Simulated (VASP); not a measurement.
# Be (P6_3/mmc) in VASP: notebook

The runs below take Be through single point, relaxation of volume and atoms at fixed shape, with r2SCAN.

All numbers are computed with VASP 6.6.1; they aren't measurements. Logs are shortened: lines on timing, memory, paths and dates and some standing lists are left out, and cuts for length are marked.

## (1) The cell of the first run

It takes space group P6_3/mmc (No. 194, hexagonal). The conventional cell has a = 2.267 Å, b = 2.267 Å, c = 3.555 Å, α = 90.00°, β = 90.00°, γ = 120.00°. Be (site symmetry -6m2) has 12 Be at 2.21 to 2.27 Å within 2.9 Å.

## (2) Single point, r2SCAN

The input, POSCAR:

```
Be
1.0
    2.2668145761      0.0000000000      0.0000000000
   -1.1334072881      1.9631190086      0.0000000000
    0.0000000000      0.0000000000      3.5552078531
Be
2
Direct
    0.3333333333      0.6666666667      0.2500000000
    0.6666666667      0.3333333333      0.7500000000
```

The input, INCAR.step1:

```
SYSTEM = Be
  PREC = Accurate
  ENCUT = 520
  ISMEAR = 0
  SIGMA = 0.02
  LREAL = .False.
  LASPH = .True.
  NELM = 60
  NBANDS = 9
  GGA = PE
  ALGO = Normal
  EDIFF = 1E-4
  LWAVE = .True.
  LCHARG = .False.
```

The input, INCAR.step2:

```
SYSTEM = Be
  PREC = Accurate
  ENCUT = 520
  EDIFF = 1E-6
  ISMEAR = 0
  SIGMA = 0.02
  LREAL = .False.
  LASPH = .True.
  NELM = 60
  ALGO = Normal
  ISIF = 2
  LWAVE = .False.
  LCHARG = .False.
  METAGGA = R2SCAN
  LMIXTAU = .True.
  NBANDS = 9
  ISTART = 1
```

The input, KPOINTS:

```
Automatic mesh
0
Gamma
  20 20 11
  0 0 0
```

Potentials or basis: VASP PAW PBE potentials, release 64 (Be).

Run with:

```console
> cat potpaw_PBE.64/Be/POTCAR > POTCAR
> cp INCAR.step1 INCAR
> mpirun -np 1 vasp_std > vasp.out
> cp INCAR.step2 INCAR
> mpirun -np 1 vasp_std > vasp.out
```

OUTCAR:

```text
SYSTEM = Be
   PREC = Accurate
   ENCUT = 520
   EDIFF = 1E-6
   ISMEAR = 0
   LREAL = .False.
   LASPH = .True.
   NELM = 60
   ISIF = 2
   METAGGA = R2SCAN
   ISTART = 1

 ion  position               nearest neighbor table
   1  0.333  0.667  0.250-   2 2.21   2 2.21   2 2.21   2 2.21   2 2.21   2 2.21
   2  0.667  0.333  0.750-   1 2.21   1 2.21   1 2.21   1 2.21   1 2.21   1 2.21

  LATTYP: Found a hexagonal cell.
 ALAT       =     2.2668145761
 C/A-ratio  =     1.5683717101

  Lattice vectors:

 A1 = (   2.2668145761,   0.0000000000,   0.0000000000)
 A2 = (  -1.1334072881,   1.9631190086,   0.0000000000)
 A3 = (   0.0000000000,   0.0000000000,   3.5552078531)

Analysis of symmetry for initial positions (statically):
=====================================================================
 Subroutine PRICEL returns:
 Original cell was already a primitive cell.

 Routine SETGRP: Setting up the symmetry group for a
 hexagonal supercell.

 Subroutine GETGRP returns: Found 24 space group operations
 (whereof 12 operations were pure point group operations)
 out of a pool of 24 trial point group operations.

The static configuration has the point symmetry D_3d.
 The point group associated with its full space group is D_6h.

Analysis of symmetry for dynamics (positions and initial velocities):
=====================================================================
 Subroutine PRICEL returns:
 Original cell was already a primitive cell.

 Routine SETGRP: Setting up the symmetry group for a
 hexagonal supercell.

 Subroutine GETGRP returns: Found 24 space group operations
 (whereof 12 operations were pure point group operations)
 out of a pool of 24 trial point group operations.

The dynamic configuration has the point symmetry D_3d.
 The point group associated with its full space group is D_6h.

 Subroutine INISYM returns: Found 24 space group operations
 (whereof 12 operations are pure point group operations),
 and found     1 'primitive' translations

----------------------------------------------------------------------------------------

                                     Primitive cell

  volume of cell :      15.8208

  direct lattice vectors                    reciprocal lattice vectors
     2.266814576  0.000000000  0.000000000     0.441147684  0.254696734  0.000000000
    -1.133407288  1.963119009  0.000000000     0.000000000  0.509393468  0.000000000
     0.000000000  0.000000000  3.555207853     0.000000000  0.000000000  0.281277506

  length of vectors
     2.266814576  2.266814576  3.555207853     0.509393468  0.509393468  0.281277506

  position of ions in fractional coordinates (direct lattice)
[... 82 lines left out ...]
   NSW    =      0    number of steps for IOM
   IBRION =     -1    ionic relax: 0-MD 1-quasi-New 2-CG
   NFREE  =      0    steps in history (QN), initial steepest desc. (CG)
   ISIF   =      2    stress and relaxation
   ISYM   =      2    0-nonsym 1-usesym 2-fastsym
   POTIM  = 0.5000    time-step for ionic-motion
   TEBEG  =    0.0;   TEEND  =   0.0 temperature during run
   PSTRESS=    0.0 pullay stress
   NELECT =       4.0000    total number of electrons
   NUPDOWN=      -1.0000    fix difference up-down
   EMIN   =  10.00;   EMAX   =-10.00  energy-range for DOS
   EFERMI =   0.00;   METHOD = LEGACY
   ISMEAR =     0;   SIGMA  =   0.02  broadening in eV -4-tet -1-fermi 0-gaus
   EFERMI_NEDOS =   21; number of points for ismear=-14 and -15
   IALGO  =     38    algorithm
   IMIX   =      4    mixing-type and parameters
     AMIX     =   0.40;   BMIX     =  1.00
     AMIX_MAG =   1.60;   BMIX_MAG =  1.00
  volume/ion in A,a.u.               =       7.91        53.38
  Fermi-wavevector in a.u.,A,eV,Ry     =   1.035187  1.956220 14.580178  1.071613
  Thomas-Fermi vector in A             =   2.169519
   LORBIT       =      0    0 simple, 1 ext, 2 COOP (PROOUT), +10 PAW based schemes
   METAGGA = R2SCAN    functional components
   LHFCALC =     F    Hartree Fock is set to
   AEXX    =    0.0000 exact exchange contribution
   IVDW    =     0    specifies the selected vdW correction
   LEPSILON=     F    determine dielectric tensor
   LRPA    =     F    only Hartree local field effects (RPA)
 non-spin polarized calculation
 Gauss-broadening in eV      SIGMA  =   0.02
  energy-cutoff  :      520.00
  volume of cell :       15.82
 maximum number of plane-waves:       440
 NGX is ok and might be reduce to    18
   NGX =  9   NGY =  9   NGZ = 13

 number of electron       4.0000000 magnetization

 Free energy of the ion-electron system (eV)
  ---------------------------------------------------
  ext. energy  EPLUGINS =         0.00000000
  ---------------------------------------------------
  free energy    TOTEN  =        -8.68120047 eV

  energy without entropy =       -8.68115556  energy(sigma->0) =       -8.68117801

 E-fermi :   7.0255     XC(G=0): -11.2589

 val. band max:        6.9401218434   @ k =   0.2500   0.2000   0.0909
 cond. band min:       7.0298791444   @ k =   0.3000   0.2000   0.0000
 fundamental gap:      0.0897573009
 Fermi energy:         7.0255003362

 k-point     1 :       0.0000    0.0000    0.0000
  band No.  band energies     occupation
      1      -5.1130      2.00000
      2       2.4144      2.00000
      3       8.2550      0.00000
      4      24.3653      0.00000
      5      24.3653      0.00000
      6      27.4191      0.00000
      7      27.4191      0.00000
      8      29.8885      0.00000
      9      35.5284      0.00000
[... 265 lines left out ...]
 k-point    24 :       0.2500    0.1000    0.0000
  band No.  band energies     occupation
      1      -2.0880      2.00000
      2       6.2783      2.00000
      3       8.3724      0.00000
      4      13.7929      0.00000
      5      17.1344      0.00000
      6      21.7920      0.00000
      7      23.5902      0.00000
      8      25.9129      0.00000
      9      29.2776      0.00000

 [... further k-points ...]
[... 5 lines left out ...]
  --------------------------------------------------------------------------------------
  -------------------------------------------------------------------------------------
  Total       -0.0037102     -0.0037102      0.0750876      0.0000000      0.0000000      0.0000000
  in kB       -0.3757361     -0.3757361      7.6041579      0.0000000      0.0000000      0.0000000
  external PRESSURE =       2.2842286 kB  Pullay stress =       0.0000000 kB

 VOLUME and BASIS-vectors are now :
 -----------------------------------------------------------------------------
  energy-cutoff  :      520.00
  volume of cell :       15.82
      direct lattice vectors                 reciprocal lattice vectors
     2.266814576  0.000000000  0.000000000     0.441147684  0.254696734  0.000000000
    -1.133407288  1.963119009  0.000000000     0.000000000  0.509393468  0.000000000
     0.000000000  0.000000000  3.555207853     0.000000000  0.000000000  0.281277506

 POSITION                                       TOTAL-FORCE (eV/Angst)
 -----------------------------------------------------------------------------------
     -0.00000      1.30875      0.88880        -0.000000      0.000000      0.000000
      1.13341      0.65437      2.66641         0.000000     -0.000000      0.000000
 -----------------------------------------------------------------------------------
    total drift:                                0.000000     -0.000000      0.000000

  FREE ENERGIE OF THE ION-ELECTRON SYSTEM (eV)
  ---------------------------------------------------
  free  energy   TOTEN  =        -8.6812004685 eV

  energy  without entropy=       -8.6811555614  energy(sigma->0) =       -8.68117801
```

It took 40 s on 1 thread of Intel Xeon 6975P-C (Granite Rapids), shared host; peak memory 0.14 GiB.

What came out:

- Free energy: -8.6812 eV
- Pressure: 0.2 GPa
- Band gap on the k mesh: zero (bands 2 and 3 overlap by 1.54 eV)

Levels at points of the mesh, in eV from the Fermi level:
```
           k point  band 1  band 2  band 3  band 4  band 5  band 6  band 7
(0.00, 0.00, 0.00)  -12.14   -4.61    1.23   17.34   17.34   20.39   20.39
(0.50, 0.00, 0.00)   -5.31   -3.29    4.03    6.89    7.35   10.23   10.72
```

Caveat: the PAW data sets were made with another functional, which shifts forces and pressure a little.

## (3) Relaxation of volume and atoms at fixed shape, r2SCAN

This run uses another cell than the first one, of 8.11 Å³/atom.

The input, POSCAR:

```
Be
1.0
    2.2853000000      0.0000000000      0.0000000000
   -1.1426500000      1.9791280000      0.0000000000
    0.0000000000      0.0000000000      3.5842000000
Be
2
Direct
    0.3333333333      0.6666666667      0.2500000000
    0.6666666667      0.3333333333      0.7500000000
```

The input, INCAR.step1:

```
PREC     = Accurate       # precision mode
ENCUT    = 600            # plane-wave cutoff, eV
ISMEAR   = 0              # smearing method
SIGMA    = 0.02           # smearing width, eV
LREAL    = F              # projectors in reciprocal space
LASPH    = T              # aspherical terms in the spheres
NELM     = 100            # most SCF steps
GGA      = PE             # functional
ALGO     = Normal         # electronic algorithm
EDIFF    = 1E-4           # SCF threshold, eV
LWAVE    = T              # write WAVECAR
LCHARG   = F              # write CHGCAR
```

The input, INCAR.step2:

```
PREC     = Accurate       # precision mode
ENCUT    = 600            # plane-wave cutoff, eV
EDIFF    = 1E-6           # SCF threshold, eV
ISMEAR   = 0              # smearing method
SIGMA    = 0.02           # smearing width, eV
LREAL    = F              # projectors in reciprocal space
LASPH    = T              # aspherical terms in the spheres
NELM     = 100            # most SCF steps
ALGO     = Normal         # electronic algorithm
ISIF     = 8              # what is computed and relaxed
LWAVE    = F              # write WAVECAR
LCHARG   = F              # write CHGCAR
METAGGA  = R2SCAN         # meta-GGA
LMIXTAU  = T            
IBRION   = 2              # ionic algorithm
NSW      = 50             # ionic steps
EDIFFG   = -0.03          # ionic threshold
ISTART   = 1
```

The input, KPOINTS:

```
Automatic mesh
0
Gamma
  20 20 11
```

Potentials or basis: VASP PAW PBE potentials, release 64 (Be).

Run with:

```console
> cat potpaw_PBE.64/Be/POTCAR > POTCAR
> cp INCAR.step1 INCAR
> mpirun -np 1 vasp_std > vasp.out
> cp INCAR.step2 INCAR
> mpirun -np 1 vasp_std > vasp.out
```

Run time: 69 s. Hardware: 1 thread of Intel Xeon 6975P-C (Granite Rapids), shared host; peak memory 0.14 GiB.

Results (log left out):

```
Free energy                           : -8.6812 eV
Relaxed volume                        : 7.95 Å³/atom
Relaxed cell                          : a = 2.270 Å, b = 2.270 Å, c = 3.561 Å, α = 90.00°, β = 90.00°, γ = 120.00°
Space group after relaxing (to 0.1 Å) : P6_3/mmc (No. 194)
Energy gained by relaxing             : 1.6 meV/atom
Ionic steps                           : 2
Pressure after relaxing               : -0.3 GPa
Band gap on the k mesh                : zero (bands 2 and 3 overlap by 1.53 eV)
```

Stress tensor (GPa, compression positive):
```
-0.58  0.00  0.00
 0.00 -0.58  0.00
 0.00  0.00  0.15
```

The path:
```
step  energy change (eV)  largest force (eV/Å)  pressure (GPa)  volume (Å³)
   1              0.0000                0.0000           -2.71        16.21
   2             -0.0031                0.0000           -0.33        15.89
```

Final structure:
```cif
data_structure
_symmetry_space_group_name_H-M 'P 1'
_symmetry_Int_Tables_number 1
_cell_length_a 2.2702
_cell_length_b 2.2702
_cell_length_c 3.5605
_cell_angle_alpha 90.000
_cell_angle_beta 90.000
_cell_angle_gamma 120.000
_cell_volume 15.89
loop_
_atom_site_label
_atom_site_type_symbol
_atom_site_fract_x
_atom_site_fract_y
_atom_site_fract_z
_atom_site_occupancy
Be1 Be 0.33333 0.66667 0.25000 1
Be2 Be 0.66667 0.33333 0.75000 1
```

Levels at points of the mesh, in eV from the Fermi level:
```
           k point  band 1  band 2  band 3  band 4  band 5
(0.00, 0.00, 0.00)  -12.11   -4.60    1.21   17.28   17.28
(0.50, 0.00, 0.00)   -5.30   -3.28    4.02    6.88    7.32
```

Caveat: the PAW data sets were made with another functional, which shifts forces and pressure a little.
